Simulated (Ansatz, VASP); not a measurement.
**Two plane-wave programs on InSb**

Contents of INCAR:

```
PREC = Accurate
ENCUT = 500
EDIFF = 1E-6
ISMEAR = 0
SIGMA = 0.15
LREAL = F
LASPH = T
NELM = 120
ALGO = Normal
ISIF = 2
LWAVE = F
LCHARG = T
LELF = T
LVHAR = T
NBANDS = 16
GGA_COMPAT = F
```

The input KPOINTS:

```
regular mesh
0
Gamma
  22 22 22
```

Contents of POSCAR:

```
InSb
1.0
   -2.9447400000      2.9447400000      1.6363770000
    2.9447400000     -2.9447400000      1.6363770000
    2.9447400000      2.9447400000     -1.6363770000
In Sb
1 1
Direct
    0.2500000000      0.7500000000      0.5000000000
    0.0000000000      0.0000000000      0.0000000000
```

Input for Ansatz:

```yaml
crystal:
  lattice:
    - [-2.94474, 2.94474, 1.636377]
    - [2.94474, -2.94474, 1.636377]
    - [2.94474, 2.94474, -1.636377]
  atoms:
    - { symbol: In, position: [0.25, 0.75, 0.5] }
    - { symbol: Sb, position: [0.0, 0.0, 0.0] }
basis:
  ecutwfc: 420
kpoints:
  mp_grid: { grid: [22, 22, 22] }
hamiltonian:
  xc: lda
scf:
  occupations: { method: gaussian, width: 0.15 }
output:
  forces: true
  stress: true
  eigenvalues: true
```

Alike in both runs: task single point; functional LDA; k mesh 22 × 22 × 22; occupations gaussian, width 0.15 eV; no spin polarisation.

|  | VASP | Ansatz |
| --- | --- | --- |
| version | VASP 6.6.1 | Ansatz 0.2.0 |
| potentials or method | VASP PAW LDA potentials, release 64 (In_d, Sb), cutoff 500 eV | scalar-relativistic, plane waves, PAW |
| valence electrons in the cell | 18 | 28 |

```tsv
	VASP	Ansatz	Ansatz less VASP
gap on the k mesh at the Fermi level (eV)	none	none	-
pressure (GPa)	-4.1	-4.2	-0.03
traceless stress, the component that is largest in VASP (GPa)	-0.49	-0.49	-0.001
```

LDA's correlation is that of Perdew and Zunger in VASP and of Perdew and Wang (1992) in Ansatz. A gap of «none» marks a metal or a gap that the smearing closes. VASP's potentials hold 18 valence electrons a cell and Ansatz's 28, so a difference there can come from the potentials and not from the codes.

Neither program's run includes spin-orbit coupling.
